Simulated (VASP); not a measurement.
# Be in VASP: notebook

Runs on Be. Level: PBE. Tasks: single point, relaxation of cell and atoms.

All numbers are computed with VASP 6.6.1; they aren't measurements. Logs are shortened: lines on timing, memory, paths and dates and some standing lists are left out, and cuts for length are marked.

### Step 1. The cell of the first run

The structure is cubic, space group Fm-3m (No. 225). The conventional cell has a = 3.157 Å, b = 3.157 Å, c = 3.157 Å, α = 90.00°, β = 90.00°, γ = 90.00°. Be (site symmetry m-3m) has 12 Be at 2.23 Å within 3.0 Å.

### Step 2. Single point, PBE

Contents of INCAR:

```
SYSTEM = Be
PREC     = Accurate       ! precision mode
ENCUT    = 520            ! plane-wave cutoff, eV
EDIFF    = 1E-6           ! SCF threshold, eV
ISMEAR   = 0              ! smearing method
SIGMA    = 0.1            ! smearing width, eV
LREAL    = .FALSE.        ! projectors in reciprocal space
LASPH    = .TRUE.         ! aspherical terms in the spheres
NELM     = 100            ! most SCF steps
ALGO     = Fast           ! electronic algorithm
ISIF     = 2              ! what is computed and relaxed
LWAVE    = .FALSE.        ! write WAVECAR
LCHARG   = .FALSE.        ! write CHGCAR
GGA      = PE             ! functional
NBANDS   = 7              ! bands
```

Contents of KPOINTS:

```
Automatic mesh
0
G
  30 30 30
  0 0 0
```

Contents of POSCAR:

```
Be
1.0
    0.0000000000      1.5784154659      1.5784154659
    1.5784154659      0.0000000000      1.5784154659
    1.5784154659      1.5784154659      0.0000000000
Be
1
Direct
    0.5000000000      0.5000000000      0.5000000000
```

Potentials or basis: VASP PAW PBE potentials, release 64 (Be).

Started as:

```console
$ cat potpaw_PBE.64/Be/POTCAR > POTCAR
$ mpirun -np 1 vasp_std > vasp.out
```

OUTCAR:

```text
SYSTEM = Be
   PREC = Accurate
   ENCUT = 520
   EDIFF = 1E-6
   ISMEAR = 0
   LREAL = .FALSE.
   LASPH = .TRUE.
   NELM = 100
   ISIF = 2
   GGA = PE

 ion  position               nearest neighbor table
   1  0.500  0.500  0.500-

  LATTYP: Found a face centered cubic cell.
 ALAT       =     3.1568309318

  Lattice vectors:

 A1 = (   0.0000000000,   1.5784154659,   1.5784154659)
 A2 = (   1.5784154659,   0.0000000000,   1.5784154659)
 A3 = (   1.5784154659,   1.5784154659,   0.0000000000)

Analysis of symmetry for initial positions (statically):
=====================================================================
 Subroutine PRICEL returns:
 Original cell was already a primitive cell.

 Routine SETGRP: Setting up the symmetry group for a
 face centered cubic supercell.

 Subroutine GETGRP returns: Found 48 space group operations
 (whereof 48 operations were pure point group operations)
 out of a pool of 48 trial point group operations.

The static configuration has the point symmetry O_h .

Analysis of symmetry for dynamics (positions and initial velocities):
=====================================================================
 Subroutine PRICEL returns:
 Original cell was already a primitive cell.

 Routine SETGRP: Setting up the symmetry group for a
 face centered cubic supercell.

 Subroutine GETGRP returns: Found 48 space group operations
 (whereof 48 operations were pure point group operations)
 out of a pool of 48 trial point group operations.

The dynamic configuration has the point symmetry O_h .

 Subroutine INISYM returns: Found 48 space group operations
 (whereof 48 operations are pure point group operations),
 and found     1 'primitive' translations

----------------------------------------------------------------------------------------

                                     Primitive cell

  volume of cell :       7.8649

  direct lattice vectors                    reciprocal lattice vectors
     0.000000000  1.578415466  1.578415466    -0.316773379  0.316773379  0.316773379
     1.578415466  0.000000000  1.578415466     0.316773379 -0.316773379  0.316773379
     1.578415466  1.578415466  0.000000000     0.316773379  0.316773379 -0.316773379

  length of vectors
     2.232216559  2.232216559  2.232216559     0.548667586  0.548667586  0.548667586

  position of ions in fractional coordinates (direct lattice)
     0.500000000  0.500000000  0.500000000

  ion indices of the primitive-cell ions
[... 70 lines left out ...]
   LSORBIT =      F    spin-orbit coupling
   LASPH  =      T    aspherical Exc in radial PAW
   ENCUT  =  520.0 eV  38.22 Ry    6.18 a.u.   4.15  4.15  4.15*2*pi/ulx,y,z
   NELM   =    100;   NELMIN=  2; NELMDL= -5     # of ELM steps
   EDIFF  = 0.1E-05   stopping-criterion for ELM
   LREAL  =      F    real-space projection
   EDIFFG = 0.1E-04   stopping-criterion for IOM
   NSW    =      0    number of steps for IOM
   IBRION =     -1    ionic relax: 0-MD 1-quasi-New 2-CG
   NFREE  =      0    steps in history (QN), initial steepest desc. (CG)
   ISIF   =      2    stress and relaxation
   ISYM   =      2    0-nonsym 1-usesym 2-fastsym
   POTIM  = 0.5000    time-step for ionic-motion
   TEBEG  =    0.0;   TEEND  =   0.0 temperature during run
   PSTRESS=    0.0 pullay stress
   NELECT =       2.0000    total number of electrons
   NUPDOWN=      -1.0000    fix difference up-down
   EMIN   =  10.00;   EMAX   =-10.00  energy-range for DOS
   EFERMI =   0.00;   METHOD = LEGACY
   ISMEAR =     0;   SIGMA  =   0.10  broadening in eV -4-tet -1-fermi 0-gaus
   EFERMI_NEDOS =   21; number of points for ismear=-14 and -15
   IALGO  =     68    algorithm
   IMIX   =      4    mixing-type and parameters
     AMIX     =   0.40;   BMIX     =  1.00
     AMIX_MAG =   1.60;   BMIX_MAG =  1.00
  volume/ion in A,a.u.               =       7.86        53.08
  Fermi-wavevector in a.u.,A,eV,Ry     =   1.037178  1.959983 14.636321  1.075739
  Thomas-Fermi vector in A             =   2.171604
   LORBIT       =      0    0 simple, 1 ext, 2 COOP (PROOUT), +10 PAW based schemes
   GGA     = PE    functional components
   LHFCALC =     F    Hartree Fock is set to
   AEXX    =    0.0000 exact exchange contribution
   IVDW    =     0    specifies the selected vdW correction
   LEPSILON=     F    determine dielectric tensor
   LRPA    =     F    only Hartree local field effects (RPA)
 non-spin polarized calculation
 RMM-DIIS sequential band-by-band and
 Gauss-broadening in eV      SIGMA  =   0.10
  energy-cutoff  :      520.00
  volume of cell :        7.86
 maximum number of plane-waves:       222
 NGX is ok and might be reduce to    18

 number of electron       2.0000000 magnetization

 Free energy of the ion-electron system (eV)
  ---------------------------------------------------
  ext. energy  EPLUGINS =         0.00000000
  ---------------------------------------------------
  free energy    TOTEN  =        -3.68609812 eV

  energy without entropy =       -3.68562564  energy(sigma->0) =       -3.68586188

 E-fermi :   7.5814     XC(G=0): -10.6273

 val. band max:        7.5806179930   @ k =   0.5000   0.0000   0.0000
 cond. band min:       7.5963663979   @ k =  -0.3667   0.3333   0.0000
 fundamental gap:      0.0157484050
 Fermi energy:         7.5814283052

 k-point     1 :       0.0000    0.0000    0.0000
  band No.  band energies     occupation
      1      -4.3160      2.00000
      2      27.0242      0.00000
      3      27.0242      0.00000
      4      27.0242      0.00000
      5      36.7009      0.00000
      6      36.7009      0.00000
      7      36.7009      0.00000
[... 221 lines left out ...]
 k-point    24 :       0.2667    0.0333    0.0000
  band No.  band energies     occupation
      1      -2.1230      2.00000
      2      16.4802      0.00000
      3      24.3243      0.00000
      4      25.5275      0.00000
      5      35.1435      0.00000
      6      37.1111      0.00000
      7      38.0509      0.00000

 [... further k-points ...]
[... 5 lines left out ...]
  --------------------------------------------------------------------------------------
  -------------------------------------------------------------------------------------
  Total        0.0072680      0.0072680      0.0072680      0.0000000      0.0000000     -0.0000000
  in kB        1.4805736      1.4805736      1.4805736      0.0000000      0.0000000     -0.0000000
  external PRESSURE =       1.4805736 kB  Pullay stress =       0.0000000 kB

 VOLUME and BASIS-vectors are now :
 -----------------------------------------------------------------------------
  energy-cutoff  :      520.00
  volume of cell :        7.86
      direct lattice vectors                 reciprocal lattice vectors
     0.000000000  1.578415466  1.578415466    -0.316773379  0.316773379  0.316773379
     1.578415466  0.000000000  1.578415466     0.316773379 -0.316773379  0.316773379
     1.578415466  1.578415466  0.000000000     0.316773379  0.316773379 -0.316773379

 POSITION                                       TOTAL-FORCE (eV/Angst)
 -----------------------------------------------------------------------------------
      1.57842      1.57842      1.57842         0.000000     -0.000000     -0.000000
 -----------------------------------------------------------------------------------
    total drift:                                0.000000      0.000000      0.000000

  FREE ENERGIE OF THE ION-ELECTRON SYSTEM (eV)
  ---------------------------------------------------
  free  energy   TOTEN  =        -3.6860981232 eV

  energy  without entropy=       -3.6856256418  energy(sigma->0) =       -3.68586188
```

OSZICAR:

```text
N       E                     dE             d eps       ncg     rms          rms(c)
DAV:   1    -0.267941927691E+01   -0.26794E+01   -0.87884E+02 11193   0.225E+02
DAV:   2    -0.371531699266E+01   -0.10359E+01   -0.98257E+00 14630   0.224E+01
DAV:   3    -0.371679328266E+01   -0.14763E-02   -0.14762E-02 12712   0.741E-01
DAV:   4    -0.371679343458E+01   -0.15192E-06   -0.15139E-06 15855   0.750E-03
DAV:   5    -0.371679343455E+01    0.31214E-10   -0.70700E-11 12628   0.232E-05    0.791E-01
RMM:   6    -0.369467619883E+01    0.22117E-01   -0.22280E-03 10529   0.475E-01    0.487E-01
RMM:   7    -0.368609065458E+01    0.85855E-02   -0.24468E-03 10920   0.467E-01    0.215E-02
RMM:   8    -0.368609718575E+01   -0.65312E-05   -0.11447E-04 11487   0.842E-02    0.725E-03
RMM:   9    -0.368609812319E+01   -0.93744E-06   -0.25534E-06 12062   0.114E-02
   1 F= -.36860981E+01 E0= -.36858619E+01  d E =-.472481E-03
```

It took 31 s on 1 thread of AMD EPYC 7R43 (Zen 3), shared host; peak memory 0.11 GiB.

What came out:

```yaml
Free_energy: -3.6861 eV
Pressure: 0.1 GPa
Band_gap_on_the_k_mesh: zero (band 1 reaches 8.19 eV, above the bottom of band 2 at 7.50 eV)
```

### Step 3. Single point, PBE

This run uses another cell than the first one: it holds 6 atoms, not 1.

Contents of INCAR:

```
SYSTEM = Be
ALGO = Normal
EDIFF = 1E-6
ENCUT = 520
GGA = PE
ISIF = 2
ISMEAR = 0
LASPH = .TRUE.
LCHARG = .FALSE.
LREAL = .FALSE.
LWAVE = .FALSE.
NBANDS = 15
NELM = 80
PREC = Accurate
SIGMA = 0.2
```

Contents of KPOINTS:

```
k-points
0
G
  6 6 4
  0 0 0
```

Contents of POSCAR:

```
Be
1.0
    2.1646114326     -1.9001626581     -2.5561992628
   -2.5094663891     -1.9253830630      2.1964643284
   -2.7253805361     -0.7529859731     -2.6836505034
Be
6
Direct
    0.6666520755      0.3333269268      0.6667029323
    0.1666396738      0.8332947756      0.1667463336
    0.3333411500      0.6666853043      0.6666794344
    0.8333213341      0.1666438574      0.1666557691
    1.0000113755      1.0000284162      0.6665915449
    0.5000343912      0.5000207197      0.1666239856
```

Potentials or basis: VASP PAW PBE potentials, release 64 (Be).

Started as:

```console
$ cat potpaw_PBE.64/Be/POTCAR > POTCAR
$ mpirun -np 1 vasp_std > vasp.out
```

It took 42 s on 1 thread of AMD EPYC 7R43 (Zen 3), shared host; peak memory 0.14 GiB.

Results (log left out):

```
Free energy            : -22.1164 eV
Pressure               : 0.2 GPa
Band gap on the k mesh : zero (band 6 reaches 7.84 eV, above the bottom of band 7 at 7.22 eV)
```

Stress tensor (GPa, compression positive):
```
0.28 0.01 0.02
0.01 0.00 0.01
0.02 0.01 0.31
```

Levels at points of the mesh, in eV from the Fermi level:
| k point | band 3 | band 4 | band 5 | band 6 | band 7 | band 8 | band 9 | band 10 |
| --- | --- | --- | --- | --- | --- | --- | --- | --- |
| (0.00, 0.00, 0.00) | -2.05 | -2.05 | -1.91 | -1.91 | -0.29 | 0.63 | 0.63 | 0.71 |
| (0.50, 0.00, 0.00) | -4.32 | -4.32 | -3.68 | -3.68 | 2.32 | 2.32 | 2.72 | 2.72 |
| (0.00, 0.50, 0.00) | -4.32 | -4.32 | -3.68 | -3.68 | 2.32 | 2.32 | 2.72 | 2.72 |
| (0.50, 0.50, 0.00) | -5.28 | -2.55 | -2.18 | -2.18 | -0.03 | 0.46 | 0.46 | 3.96 |
| (0.00, 0.00, 0.50) | -1.96 | -1.96 | -1.96 | -1.96 | 0.65 | 0.65 | 0.66 | 0.66 |
| (0.50, 0.00, 0.50) | -5.79 | -5.79 | -5.19 | -2.71 | 0.15 | 3.75 | 5.24 | 5.24 |
| (0.00, 0.50, 0.50) | -5.79 | -5.79 | -5.19 | -2.72 | 0.15 | 3.75 | 5.24 | 5.24 |
| (0.50, 0.50, 0.50) | -7.31 | -7.31 | -4.30 | -4.30 | 2.47 | 2.47 | 7.21 | 7.22 |

Caveat: the k points lie up to 0.43 Å⁻¹ apart.

### Step 4. Relaxation of cell and atoms, PBE

Contents of INCAR:

```
ALGO = Normal ; EDIFF = 1E-6
EDIFFG = -0.01 ; ENCUT = 600
GGA = PE ; IBRION = 2
ISIF = 3 ; ISMEAR = 0
LASPH = T ; LCHARG = F
LREAL = F ; LWAVE = F
NELM = 60 ; NSW = 100
PREC = Accurate ; SIGMA = 0.1
```

Contents of KPOINTS:

```
k-points
0
Gamma
  30 30 30
```

Contents of POSCAR:

```
Be
1.0
    0.0000000000      1.5779172441      1.5779172441
    1.5779172441      0.0000000000      1.5779172441
    1.5779172441      1.5779172441      0.0000000000
Be
1
Direct
    0.5000000000      0.5000000000      0.5000000000
```

Started as:

```console
$ cat potpaw_PBE.64/Be/POTCAR > POTCAR
$ mpirun -np 1 vasp_std > vasp.out
```

Run time: 26 s. Hardware: 1 thread of AMD EPYC 7R43 (Zen 3), shared host; peak memory 0.11 GiB.

The run converged. Its results:

```
Free energy                            : -3.6861 eV
Relaxed volume                         : 7.87 Å³/atom
Relaxed cell                           : a = 2.233 Å, b = 2.233 Å, c = 2.233 Å, α = 60.00°, β = 60.00°, γ = 60.00°
Space group after relaxing (to 0.05 Å) : Fm-3m (No. 225)
Energy gained by relaxing              : 0.0 meV/atom
Ionic steps                            : 2
Pressure after relaxing                : 0.1 GPa
Band gap on the k mesh                 : zero (band 1 reaches 8.19 eV, above the bottom of band 2 at 7.49 eV)
```

Final structure:
```cif
data_structure
_symmetry_space_group_name_H-M 'P 1'
_symmetry_Int_Tables_number 1
_cell_length_a 2.2328
_cell_length_b 2.2328
_cell_length_c 2.2328
_cell_angle_alpha 60.000
_cell_angle_beta 60.000
_cell_angle_gamma 60.000
_cell_volume 7.87
loop_
_atom_site_label
_atom_site_type_symbol
_atom_site_fract_x
_atom_site_fract_y
_atom_site_fract_z
_atom_site_occupancy
Be1 Be 0.50000 0.50000 0.50000 1
```

Levels at points of the mesh, in eV from the Fermi level:
```tsv
k point	band 1	band 2	band 3	band 4	band 5
(0.00, 0.00, 0.00)	-11.89	19.43	19.43	19.43	29.11
(0.50, 0.00, 0.00)	-5.31	0.00	16.49	16.49	26.25
(0.50, 0.50, 0.00)	-2.68	3.83	9.52	9.52	15.16
```

### Step 5. Summary

```tsv
task	cell	k mesh	cutoff (eV)	smearing	gap on the mesh (eV)	pressure (GPa)
single point	a = 2.232 Å, angles 60.0°, 1 atom	30 × 30 × 30	520	gaussian 0.1 eV	none	0.1
single point	a = 3.851, b = 3.851, c = 3.898 Å, angles 80.8, 80.8, 119.9°, 6 atoms	6 × 6 × 4	520	gaussian 0.2 eV	none	0.2
relaxation of cell and atoms	relaxed from a = 2.232 Å, angles 60.0°, 1 atom	30 × 30 × 30	600	gaussian 0.1 eV	none	0.1
```

Alike in all rows: level PBE; potentials or basis VASP PAW PBE potentials, release 64 (Be); no spin polarisation.

Caveats: some runs use coarse meshes.

Total energies depend on the potentials used, so only differences within one code and one set of settings carry meaning.
